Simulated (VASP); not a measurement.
**Ni: single point with r2SCAN**

The system is Ni.

```
CELL_PARAMETERS angstrom
2.42570 0.00000 0.00000
-1.21285 2.10071 0.00000
0.00000 0.00000 7.92531
ATOMIC_POSITIONS crystal
Ni 0.00000 0.00000 0.00000
Ni 0.33333 0.66667 0.25000
Ni 0.00000 0.00000 0.50000
Ni 0.66667 0.33333 0.75000
```

This isn't the form of Ni at room conditions, which is fcc.

```yaml
Program: VASP 6.6.1
Task: single point
Functional: r2SCAN
Potentials_or_basis: VASP PAW PBE potentials, release 64 (Ni)
Cutoff: 520 eV
k_mesh: 12 × 12 × 2
Occupations: gaussian, width 0.1 eV
Spin: collinear spin, ferromagnetic start
Starting_moments: "[2.0, 2.0, 2.0, 2.0] μB"
Dipole_correction: no
Further_INCAR_settings: ALGO = Normal; EDIFF = 1e-07; NBANDS = 32
```

```yaml
Pressure: 10.7 GPa
Net_moment: 2.89 μB per cell
Site_moments: Ni +0.75, +0.72 (each value once) μB
Valence_electrons_inside_the_program's_atomic_spheres: Ni 9.49
```

Stress tensor (GPa, compression positive):
```
10.37  0.00  0.00
 0.00 10.37  0.00
 0.00  0.00 11.42
```

Levels at points of the mesh, in eV from the Fermi level:
Spin up:
```tsv
k point	band 18	band 19	band 20	band 21	band 22	band 23	band 24	band 25	band 26	band 27
(0.00, 0.00, 0.00)	-1.64	-1.64	-1.48	-1.48	-1.09	-1.09	-0.56	6.22	15.59	15.62
(0.50, 0.00, 0.00)	-0.94	-0.92	-0.90	-0.01	1.24	2.32	2.98	7.08	7.08	10.90
(0.00, 0.00, 0.50)	-1.81	-1.81	-1.81	-1.25	-1.25	-1.25	-1.25	9.52	9.52	22.37
(0.50, 0.00, 0.50)	-1.01	-0.91	-0.91	1.01	1.01	2.69	2.69	7.48	7.48	9.64
```
Spin down:
| k point | band 15 | band 16 | band 17 | band 18 | band 19 | band 20 | band 21 | band 22 |
| --- | --- | --- | --- | --- | --- | --- | --- | --- |
| (0.00, 0.00, 0.00) | -1.59 | -1.14 | -1.14 | -0.77 | -0.73 | -0.73 | -0.28 | -0.28 |
| (0.50, 0.00, 0.00) | 0.08 | 0.10 | 0.20 | 0.30 | 0.41 | 0.52 | 0.57 | 1.08 |
| (0.00, 0.00, 0.50) | -1.72 | -1.72 | -0.92 | -0.92 | -0.92 | -0.92 | -0.03 | -0.03 |
| (0.50, 0.00, 0.50) | -0.37 | -0.37 | 0.25 | 0.25 | 0.43 | 0.43 | 1.57 | 1.57 |

It took 7.1 min on 1 thread of Intel(R) Xeon(R) Platinum 8375C CPU @ 2.90GHz (Ice Lake), with other jobs on the host, peak memory 0.21 GiB.

Caveat: the k points lie up to 0.40 Å⁻¹ apart; the PAW data sets were made with another functional, which shifts forces and pressure a little.
